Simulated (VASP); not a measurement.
A run of VASP 6.6.1:

File INCAR:

```
SYSTEM = Al3B2N
ALGO = Normal ; EDIFF = 1E-6
ENCUT = 520 ; GGA = PE
ISIF = 2 ; ISMEAR = 0
LASPH = .True. ; LCHARG = .False.
LREAL = .False. ; LWAVE = .False.
NBANDS = 19 ; NELM = 100
PREC = Accurate ; SIGMA = 0.1
```

Contents of KPOINTS:

```
k-points
0
Gamma
  6 6 6
  0 0 0
```

The input POSCAR:

```
Al3B2N
1.0
    2.7311336773      1.5768207638      2.4918987891
   -2.7311336773      1.5768207638      2.4918987891
    0.0000000000     -3.1536415276      2.4918987891
Al B N
3 2 1
Direct
    0.0000000000      0.5000000000      0.0000000000
    0.5000000000      0.0000000000      0.0000000000
    0.0000000000      0.0000000000      0.5000000000
    0.6095205079      0.6095205079      0.6095205079
    0.3904794921      0.3904794921      0.3904794921
    0.0000000000      0.0000000000      0.0000000000
```

Potentials or basis: VASP PAW PBE potentials, release 64 (Al, B, N).

Command:

```bash
$ cat potpaw_PBE.64/Al/POTCAR potpaw_PBE.64/B/POTCAR potpaw_PBE.64/N/POTCAR > POTCAR
$ mpirun -np 1 vasp_std > vasp.out
```

Hardware: 1 thread of Intel Xeon 8259CL, on a shared host.

Q: Estimate the wall time of this run.

A: It took 41 s on 1 thread of Intel Xeon 8259CL, with other jobs on the host, peak memory 0.18 GiB. Counts: scf iterations 14, k points 32.
